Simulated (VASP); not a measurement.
Bi, 2 atoms in the cell. Symmetry: R-3m, No. 166, trigonal system. The conventional cell has a = 4.524 Å, b = 4.524 Å, c = 11.648 Å, α = 90.00°, β = 90.00°, γ = 120.00°. Within 4.1 Å of Bi (site symmetry 3m) lie 6 Bi at 3.08 to 3.45 Å. 

| Property | Result |
| --- | --- |
| Program | VASP 6.6.1 |
| Task | single point |
| Functional | r2SCAN |
| Potentials or basis | VASP PAW PBE potentials, release 64 (Bi_d) |
| Cutoff | 520 eV |
| k mesh | 7 × 7 × 7 |
| Occupations | fermi-dirac, width 0.05 eV |
| Spin | no spin polarisation |
| Dipole correction | no |
| Further INCAR settings | ALGO = Normal; EDIFF = 1e-06; NBANDS = 22 |

Potentials or basis: VASP PAW PBE potentials, release 64 (Bi_d).

Run with:

```bash
$ cat potpaw_PBE.64/Bi_d/POTCAR > POTCAR
$ cp INCAR.step1 INCAR
$ mpirun -np 1 vasp_std > vasp.out
$ cp INCAR.step2 INCAR
$ mpirun -np 1 vasp_std > vasp.out
```

Hardware: 1 thread of Intel Xeon 8259CL (shared host).

Question: How long does it take, and how much memory?

Answer: Run time: 5.6 min on 1 thread of Intel Xeon 8259CL (shared host), peak memory 0.24 GiB. Counts: k points 44.
